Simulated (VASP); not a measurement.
The system is PtSe.

```
Pt Se
1.0
     0.00000    2.79841    2.79841
     2.79841    0.00000    2.79841
     2.79841    2.79841    0.00000
Pt Se
1 1
Direct
  0.50000 0.50000 0.50000
  0.00000 0.00000 0.00000
```

* Program: VASP 6.6.1
* Task: relaxation of cell and atoms
* Functional: PBE
* Potentials or basis: VASP PAW PBE potentials, release 64 (Pt, Se)
* Cutoff: 600 eV
* k mesh: 8 × 8 × 8
* Occupations: fermi-dirac, width 0.05 eV
* Spin: no spin polarisation

At the start: pressure -14.5 GPa; volume 21.91 Å³/atom.

Q: How do energy, volume and symmetry change on relaxing?

A: Over 4 steps the energy falls by 186.8 meV/atom and the volume is 18.47 Å³/atom (-15.7 %); space group Fm-3m (No. 225, to 0.05 Å).

Step by step:
```
step  energy change (eV)  largest force (eV/Å)  pressure (GPa)  volume (Å³)
   1              0.0000                0.0000          -14.54        43.83
   2             -0.0704                0.0000           24.41        32.38
   3             -0.3733                0.0000           -0.47        37.07
   4             -0.3735                0.0000           -0.02        36.94
```

Final structure:
```
Pt Se
1.0
     0.00000    2.64342    2.64342
     2.64342    0.00000    2.64342
     2.64342    2.64342    0.00000
Pt Se
1 1
Direct
  0.50000 0.50000 0.50000
  0.00000 0.00000 0.00000
```

Caveat: the volume moved by over 15 % at a fixed basis, so the end points are rough.
